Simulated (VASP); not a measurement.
Set up this calculation in VASP 6.6.1, as the native input.

| Item | Value |
| --- | --- |
| Task | relaxation of cell and atoms |
| Functional | PBEsol |
| Potentials or basis | VASP PAW PBE potentials, release 64 (Hf_pv, C) |
| Cutoff | 600 eV |
| k mesh | 12 × 12 × 12 |
| Occupations | fermi-dirac, width 0.05 eV |
| Spin | no spin polarisation |
| Dipole correction | no |
| Further INCAR settings | ALGO = Normal; EDIFF = 1e-06; IBRION = 2; EDIFFG = -0.01; NSW = 60; ISIF = 3 |

The structure of HfC lies in POSCAR:

```
HfC
1.0
   -1.3966732300      2.4971805100      1.8473367300
    1.3966732300     -2.4971805100      1.8473367300
    1.3966732300      2.4971805100     -1.8473367300
Hf C
1 1
Direct
    0.9847118300      0.9847118300      0.0000000000
    0.6794548300      0.1794548300      0.5000000000
```

These files were run (other wordings do the same):

INCAR

```
SYSTEM = HfC
PREC = Accurate
ENCUT = 600
EDIFF = 1E-6
ISMEAR = -1
SIGMA = 0.05
LREAL = .False.
LASPH = .True.
NELM = 100
ALGO = Normal
ISIF = 3
LWAVE = .False.
LCHARG = .False.
GGA = PS
IBRION = 2
NSW = 60
EDIFFG = -0.01
```

KPOINTS

```
regular mesh
0
Gamma
  12 12 12
  0 0 0
```

Potentials or basis: VASP PAW PBE potentials, release 64 (Hf_pv, C).

Command:

```console
$ cat potpaw_PBE.64/Hf_pv/POTCAR potpaw_PBE.64/C/POTCAR > POTCAR
$ mpirun -np 1 vasp_std > vasp.out
```

Results of the run:

```yaml
Relaxed_volume: 12.21 Å³/atom
Relaxed_cell: a = 3.256 Å, b = 3.256 Å, c = 3.256 Å, α = 120.00°, β = 90.01°, γ = 119.98°
Space_group_after_relaxing_to_0.05_Å: Fm-3m (No. 225)
Energy_gained_by_relaxing: 2201.4 meV/atom
Ionic_steps: 22
Pressure_after_relaxing: -0.1 GPa
Largest_force_after_relaxing: 0.003 eV/Å
Band_gap_on_the_k_mesh: zero (band 7 reaches 7.08 eV, above the bottom of band 8 at 5.61 eV)
```

Caveat: the PAW data sets were made with another functional, which shifts forces and pressure a little; spin-orbit coupling is left out, which moves the levels of the heavy elements.

Run time: 15 min on 1 thread of Intel Xeon 6975P-C (shared host), peak memory 0.28 GiB.
